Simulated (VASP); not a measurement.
# BC62 (a cell with a defect) in VASP: notebook

The runs below take BC62 (a cell with a defect) through single point, with PBE.

All numbers are computed with VASP 6.6.1; they aren't measurements. Logs are shortened: lines on timing, memory, paths and dates and some standing lists are left out, and cuts for length are marked.

### Step 1. The cell of the first run

The cell holds a defect, 63 atoms: a = 7.140 Å, b = 7.140 Å, c = 7.140 Å, α = 90.00°, β = 90.00°, γ = 90.00°.

### Step 2. Single point, PBE, collinear spin, zero start

INCAR reads:

```
SYSTEM = BC62
ALGO = Normal
EDIFF = 1E-6
ENCUT = 520
GGA = PE
ISIF = 2
ISMEAR = -1
ISPIN = 2
LASPH = .TRUE.
LCHARG = .FALSE.
LORBIT = 11
LREAL = Auto
LWAVE = .FALSE.
MAGMOM = 0 0 0 0 0 0 0 0 0 0 0 0 0 0 0 0 0 0 0 0 0 0 0 0 0 0 0 0 0 0 0 0 0 0 0 0 0 0 0 0 0 0 0 0 0 0 0 0 0 0 0 0 0 0 0 0 0 0 0 0 0 0 0
NBANDS = 166
NELECT = 249.0
NELM = 150
PREC = Accurate
SIGMA = 0.02
```

KPOINTS reads:

```
k-points
0
G
  2 2 2
  0 0 0
```

POSCAR reads:

```
BC62
1.0
    7.1400000000      0.0000000000      0.0000000000
    0.0000000000      7.1400000000      0.0000000000
    0.0000000000      0.0000000000      7.1400000000
C B
62 1
Direct
    0.5005920168     -0.0005920168      0.0000701681
    0.6240491597      0.1242270308      0.1263816527
    0.7514655462      0.2513099440     -0.0011340336
    0.8649428571      0.3645497199      0.1350571429
    0.7501473389     -0.0005698880      0.2498526611
    0.8736183473      0.1242270308      0.3759508403
    0.0001560224      0.0002408964     -0.0001560224
    0.1255466387      0.1238161064      0.1261791317
    0.2519012605      0.2480987395      0.0057991597
    0.3761838936      0.3744533613      0.1261791317
    0.4997591036      0.4998439776     -0.0001560224
    0.6250231092      0.6244081232      0.1244081232
    0.7521070028      0.7478929972      0.0001964986
    0.8755918768      0.8749768908      0.1244081232
    0.2499093838     -0.0003577031      0.2509282913
    0.3749536415      0.1250463585      0.3757913165
    0.5003577031      0.2500906162      0.2509282913
    0.6241310924      0.3736915966      0.3758689076
    0.7521070028      0.5001964986      0.2478929972
    0.8755918768      0.6244081232      0.3749768908
    0.4997208683      0.0002791317      0.5002791317
    0.6242086835      0.1250463585      0.6250463585
    0.7490717087      0.2500906162      0.4996422969
    0.8738208683      0.3744533613      0.6238161064
    0.7490717087     -0.0003577031      0.7500906162
    0.8738208683      0.1238161064      0.8744533613
    0.1354502801      0.6350571429      0.1350571429
    0.2486900560      0.7485344538     -0.0011340336
    0.3757729692      0.8759508403      0.1263816527
    0.0011340336      0.2513099440      0.2485344538
    0.1247434174      0.3752565826      0.3754890756
    0.2486900560      0.4988659664      0.2485344538
    0.3757729692      0.6263816527      0.3759508403
    0.5005698880      0.7498526611      0.2498526611
    0.6249043417      0.8750956583      0.3750956583
   -0.0000701681     -0.0005920168      0.4994079832
    0.1244694678      0.1249826331      0.6249826331
    0.2497008403      0.2502991597      0.5001159664
    0.3750173669      0.3755305322      0.6249826331
    0.5005920168      0.5000701681      0.4994079832
    0.6240491597      0.6263816527      0.6242270308
    0.7501473389      0.7498526611      0.4994301120
    0.8736183473      0.8759508403      0.6242270308
    0.2497008403      0.0001159664      0.7502991597
    0.3750173669      0.1249826331      0.8755305322
    0.4998840336      0.2502991597      0.7502991597
    0.6245109244      0.3752565826      0.8752565826
    0.7514655462      0.4988659664      0.7513099440
    0.8649428571      0.6350571429      0.8645497199
   -0.0001964986      0.7478929972      0.2478929972
    0.1263084034      0.8758689076      0.3758689076
    0.0001560224      0.4998439776      0.5002408964
    0.1255466387      0.6261791317      0.6238161064
    0.2499093838      0.7509282913      0.4996422969
    0.3749536415      0.8757913165      0.6250463585
   -0.0057991597      0.2480987395      0.7480987395
    0.2519012605      0.5057991597      0.7480987395
    0.3761838936      0.6261791317      0.8744533613
    0.5003577031      0.7509282913      0.7500906162
    0.6241310924      0.8758689076      0.8736915966
    0.0011340336      0.7485344538      0.7513099440
    0.1247434174      0.8754890756      0.8752565826
    0.1340469188      0.3659530812     -0.1340469188
```

Potentials or basis: VASP PAW PBE potentials, release 64 (C, B).

The run is started by

```bash
$ cat potpaw_PBE.64/C/POTCAR potpaw_PBE.64/B/POTCAR > POTCAR
$ mpirun -np 1 vasp_std > vasp.out
```

OUTCAR:

```text
SYSTEM = BC62
   EDIFF = 1E-6
   ENCUT = 520
   GGA = PE
   ISIF = 2
   ISMEAR = -1
   ISPIN = 2
   LASPH = .TRUE.
   LORBIT = 11
   LREAL = Auto
   NELECT = 249.0
   NELM = 150
   PREC = Accurate

 ion  position               nearest neighbor table
   1  0.501  0.999  0.000-  60 1.54  29 1.54   2 1.54  45 1.55
   2  0.624  0.124  0.126-  17 1.54   5 1.54   1 1.54   3 1.57
   3  0.751  0.251  0.999-   4 1.50  26 1.54  47 1.54   2 1.57
   4  0.865  0.365  0.135-  19 1.50   3 1.50  30 1.50
   5  0.750  0.999  0.250-   2 1.54   6 1.54  35 1.55  14 1.55
   6  0.874  0.124  0.376-  23 1.54   5 1.54  36 1.54  30 1.57
   7  0.000  0.000  1.000-  62 1.54  14 1.54  26 1.55   8 1.55
   8  0.126  0.124  0.126-   9 1.53  15 1.54  30 1.54   7 1.55
   9  0.252  0.248  0.006-   8 1.53  10 1.53  45 1.55  63 1.55
  10  0.376  0.374  0.126-   9 1.53  17 1.54  32 1.54  11 1.55
[... 39 lines left out ...]
  50  1.000  0.748  0.248-  27 1.50  20 1.55  14 1.55  51 1.58
  51  0.126  0.876  0.376-  15 1.53  54 1.53  36 1.54  50 1.58
  52  0.000  0.500  0.500-  31 1.54  20 1.54  24 1.55  53 1.55
  53  0.126  0.626  0.624-  57 1.53  54 1.54  61 1.54  52 1.55
  54  0.250  0.751  0.500-  51 1.53  53 1.54  33 1.54  55 1.55
  55  0.375  0.876  0.625-  21 1.54  44 1.55  59 1.55  54 1.55
  56  0.994  0.248  0.748-  24 1.53  26 1.53  37 1.55  63 1.55
  57  0.252  0.506  0.748-  53 1.53  58 1.53  39 1.55  63 1.55
  58  0.376  0.626  0.874-  57 1.53  59 1.54  28 1.54  11 1.55
  59  0.500  0.751  0.750-  60 1.53  58 1.54  41 1.54  55 1.55
  60  0.624  0.876  0.874-  25 1.53  59 1.53   1 1.54  13 1.58
  61  0.001  0.749  0.751-  49 1.50  53 1.54  62 1.54  43 1.57
  62  0.125  0.875  0.875-   7 1.54  28 1.54  61 1.54  44 1.54
  63  0.134  0.366  0.866-   9 1.55  56 1.55  57 1.55

  LATTYP: Found a simple cubic cell.
 ALAT       =     7.1400000000

  Lattice vectors:

 A1 = (   7.1400000000,   0.0000000000,   0.0000000000)
 A2 = (   0.0000000000,   7.1400000000,   0.0000000000)
 A3 = (   0.0000000000,   0.0000000000,   7.1400000000)

Analysis of symmetry for initial positions (statically):
=====================================================================
 Subroutine PRICEL returns:
 Original cell was already a primitive cell.

 Routine SETGRP: Setting up the symmetry group for a
 simple cubic supercell.

 Subroutine GETGRP returns: Found  6 space group operations
 (whereof  2 operations were pure point group operations)
 out of a pool of 48 trial point group operations.

The static configuration has the point symmetry C_1h.
 The point group associated with its full space group is C_3v.

Analysis of symmetry for dynamics (positions and initial velocities):
=====================================================================
 Subroutine PRICEL returns:
 Original cell was already a primitive cell.

 Routine SETGRP: Setting up the symmetry group for a
 simple cubic supercell.

 Subroutine GETGRP returns: Found  6 space group operations
 (whereof  2 operations were pure point group operations)
 out of a pool of 48 trial point group operations.

The dynamic configuration has the point symmetry C_1h.
 The point group associated with its full space group is C_3v.

Analysis of structural, dynamic, and magnetic symmetry:
=====================================================================
 Subroutine PRICEL returns:
 Original cell was already a primitive cell.

 Routine SETGRP: Setting up the symmetry group for a
 simple cubic supercell.

 Subroutine GETGRP returns: Found  6 space group operations
 (whereof  2 operations were pure point group operations)
 out of a pool of 48 trial point group operations.

The overall configuration has the point symmetry C_1h.
 The point group associated with its full space group is C_3v.

 Subroutine INISYM returns: Found  6 space group operations
 (whereof  2 operations are pure point group operations),
 and found     1 'primitive' translations

----------------------------------------------------------------------------------------

[... 45 lines left out ...]
  ---------------------------------------------------
  free energy    TOTEN  =      -584.31866851 eV

  energy without entropy =     -584.30187347  energy(sigma->0) =     -584.31027099

 E-fermi :   8.7747     XC(G=0): -13.0980

 val. band max:        8.6241259412   @ k =   0.5000   0.0000   0.0000
 cond. band min:       8.7782598247   @ k =   0.0000   0.0000   0.0000
 fundamental gap:      0.1541338835
 Fermi energy:         8.7747248021

 spin component 1

 k-point     1 :       0.0000    0.0000    0.0000
  band No.  band energies     occupation
      1     -11.9109      1.00000
      2      -9.7912      1.00000
      3      -9.7912      1.00000
      4      -9.7053      1.00000
      5      -9.7053      1.00000
      6      -9.5894      1.00000
[... 545 lines left out ...]
    135      15.5241      0.00000
    136      15.5241      0.00000
 Fermi energy:         8.7747248021

 spin component 2

 k-point     1 :       0.0000    0.0000    0.0000
  band No.  band energies     occupation
      1     -11.9109      1.00000
      2      -9.7912      1.00000
      3      -9.7912      1.00000
      4      -9.7053      1.00000
      5      -9.7053      1.00000
      6      -9.5894      1.00000
[... 545 lines left out ...]
    135      15.5241      0.00000
    136      15.5241      0.00000
 [bands above 136 left out]

------------------------ aborting loop because EDIFF is reached ----------------------------------------

  FORCE on cell =-STRESS in cart. coord.  units (eV):
  Direction    XX          YY          ZZ          XY          YZ          ZX
  --------------------------------------------------------------------------------------
  -------------------------------------------------------------------------------------
  Total      -21.0297738    -21.0297738    -21.0297738      2.2820511     -2.2820511      2.2820511
  in kB      -92.5657980    -92.5657980    -92.5657980     10.0448006    -10.0448006     10.0448006
  external PRESSURE =     -92.5657980 kB  Pullay stress =       0.0000000 kB

 VOLUME and BASIS-vectors are now :
 -----------------------------------------------------------------------------
  energy-cutoff  :      520.00
  volume of cell :      363.99
      direct lattice vectors                 reciprocal lattice vectors
     7.140000000  0.000000000  0.000000000     0.140056022  0.000000000  0.000000000
     0.000000000  7.140000000  0.000000000     0.000000000  0.140056022  0.000000000
     0.000000000  0.000000000  7.140000000     0.000000000  0.000000000  0.140056022

 POSITION                                       TOTAL-FORCE (eV/Angst)
 -----------------------------------------------------------------------------------
      3.57423      7.13577      0.00050        -0.003308      0.003308     -0.000480
      4.45571      0.88698      0.90237         0.001822     -0.003073     -0.018605
      5.36546      1.79435      7.13190        -0.001790     -0.006872     -0.006420
      6.17569      2.60289      0.96431         0.010004      0.016166     -0.010004
      5.35605      7.13593      1.78395         0.001599      0.003950     -0.001599
      6.23763      0.88698      2.68429         0.018605     -0.003073     -0.001822
[... 55 lines left out ...]
      0.89067      6.25099      6.24933        -0.004210     -0.000147      0.004210
      0.95710      2.61290      6.18290        -0.010229      0.010229      0.010229
 -----------------------------------------------------------------------------------
    total drift:                               -0.045255      0.045254      0.045255

  FREE ENERGIE OF THE ION-ELECTRON SYSTEM (eV)
  ---------------------------------------------------
  free  energy   TOTEN  =      -584.3186685142 eV

  energy  without entropy=     -584.3018734725  energy(sigma->0) =     -584.31027099

 total charge

# of ion       s       p       d       tot
------------------------------------------
    1        0.830   1.727   0.000   2.557
    2        0.831   1.710   0.000   2.541
    3        0.831   1.728   0.000   2.559
    4        0.861   1.620   0.000   2.481
    5        0.829   1.730   0.000   2.559
    6        0.831   1.710   0.000   2.541
[... 55 lines left out ...]
   62        0.829   1.728   0.000   2.558
   63        0.762   1.334   0.000   2.096
--------------------------------------------------
tot         52.330 108.183   0.000 160.514

 magnetization (x)

# of ion       s       p       d       tot
------------------------------------------
    1        0.000  -0.000   0.000  -0.000
    2        0.000   0.000   0.000   0.000
    3       -0.000   0.000   0.000   0.000
    4       -0.000  -0.000   0.000  -0.000
    5        0.000   0.000   0.000   0.000
    6        0.000   0.000   0.000   0.000
[... 55 lines left out ...]
   62        0.000   0.000   0.000   0.000
   63       -0.000  -0.000   0.000  -0.000
--------------------------------------------------
tot          0.000   0.000   0.000   0.000
```

It took 26 min on 1 thread of AMD EPYC 7R13, shared host; peak memory 0.69 GiB.

What came out:

* Free energy: -584.3187 eV
* Largest force: 0.021 eV/Å
* Net moment: 0.00 μB per cell
* Valence electrons inside the program's atomic spheres: C 2.56, 2.54, 2.48, 2.61, 2.55, 2.57 (each value once); B 2.10

Forces in eV/Å, atoms in the order of the input:
```
C   -0.003  0.003  0.000
C    0.002 -0.003 -0.019
C   -0.002 -0.007 -0.006
C    0.010  0.016 -0.010
C    0.002  0.004 -0.002
C    0.019 -0.003 -0.002
C   -0.005 -0.004  0.005
C   -0.010  0.001 -0.007
C   -0.002  0.002 -0.002
C   -0.001  0.010 -0.007
C    0.004  0.005  0.005
C   -0.006 -0.002 -0.002
C   -0.005  0.005  0.012
C    0.002  0.006 -0.002
C    0.002  0.004  0.000
C    0.005 -0.005 -0.005
C   -0.004 -0.002  0.000
C    0.000  0.017  0.000
C   -0.005  0.012  0.005
C    0.002 -0.002  0.006
C    0.006 -0.006 -0.006
C    0.005 -0.005 -0.005
C    0.000 -0.002  0.004
C    0.007  0.010  0.001
C    0.000  0.004 -0.002
C    0.007  0.001  0.010
C   -0.016 -0.010 -0.010
C    0.007  0.002 -0.006
C    0.003 -0.002 -0.019
C    0.006 -0.007  0.002
C   -0.004  0.004  0.000
C    0.007 -0.006  0.002
C    0.003 -0.019 -0.002
C   -0.004 -0.002 -0.002
C    0.000  0.000  0.000
C    0.000  0.003  0.003
C   -0.004 -0.004 -0.004
C   -0.004  0.004  0.003
C    0.004  0.004 -0.004
C   -0.003  0.000  0.003
C    0.002 -0.019 -0.003
C    0.002 -0.002  0.004
C    0.019 -0.002 -0.003
C   -0.004  0.003  0.004
C    0.004 -0.004  0.004
C   -0.003  0.004  0.004
C    0.000  0.004  0.004
C   -0.002 -0.006 -0.007
C    0.010 -0.010  0.016
C   -0.012  0.005  0.005
C   -0.017  0.000  0.000
C   -0.005  0.005 -0.004
C   -0.010 -0.007  0.001
C    0.002  0.000  0.004
C    0.005 -0.005 -0.005
C    0.002  0.002  0.002
C   -0.002 -0.002  0.002
C   -0.001 -0.007  0.010
C   -0.004  0.000 -0.002
C    0.000  0.000  0.017
C    0.006  0.002 -0.007
C   -0.004  0.000  0.004
B   -0.010  0.010  0.010
```

Levels at points of the mesh, in eV from the Fermi level:
Spin up:
| k point | band 120 | band 121 | band 122 | band 123 | band 124 | band 125 | band 126 | band 127 | band 128 | band 129 |
| --- | --- | --- | --- | --- | --- | --- | --- | --- | --- | --- |
| (0.00, 0.00, 0.00) | -1.55 | -1.55 | -1.40 | 0.00 | 0.00 | 0.24 | 1.98 | 1.98 | 4.01 | 5.15 |
| (0.50, 0.00, 0.00) | -1.40 | -1.32 | -1.24 | -0.95 | -0.78 | -0.15 | 1.40 | 1.58 | 3.68 | 4.97 |
| (0.50, 0.50, 0.00) | -1.93 | -0.91 | -0.83 | -0.57 | -0.21 | 0.01 | 1.28 | 1.77 | 3.70 | 6.32 |
| (0.50, 0.50, 0.50) | -1.06 | -1.06 | -1.06 | -1.04 | -0.61 | -0.61 | 1.72 | 1.72 | 3.92 | 6.60 |
Spin down:
| k point | band 120 | band 121 | band 122 | band 123 | band 124 | band 125 | band 126 | band 127 | band 128 | band 129 |
| --- | --- | --- | --- | --- | --- | --- | --- | --- | --- | --- |
| (0.00, 0.00, 0.00) | -1.55 | -1.55 | -1.40 | 0.00 | 0.00 | 0.24 | 1.98 | 1.98 | 4.01 | 5.15 |
| (0.50, 0.00, 0.00) | -1.40 | -1.32 | -1.24 | -0.95 | -0.78 | -0.15 | 1.40 | 1.58 | 3.68 | 4.97 |
| (0.50, 0.50, 0.00) | -1.93 | -0.91 | -0.83 | -0.57 | -0.21 | 0.01 | 1.28 | 1.77 | 3.70 | 6.32 |
| (0.50, 0.50, 0.50) | -1.06 | -1.06 | -1.06 | -1.04 | -0.61 | -0.61 | 1.72 | 1.72 | 3.92 | 6.60 |

Caveat: the k points lie up to 0.44 Å⁻¹ apart; the cell carries a net charge on a neutralising background, which shifts energy and pressure; the cell is charged against a uniform background, so pressure and absolute levels hang on convention; no moment was typed at the start, so none could form.

(Part 1 of 2 ends here.)
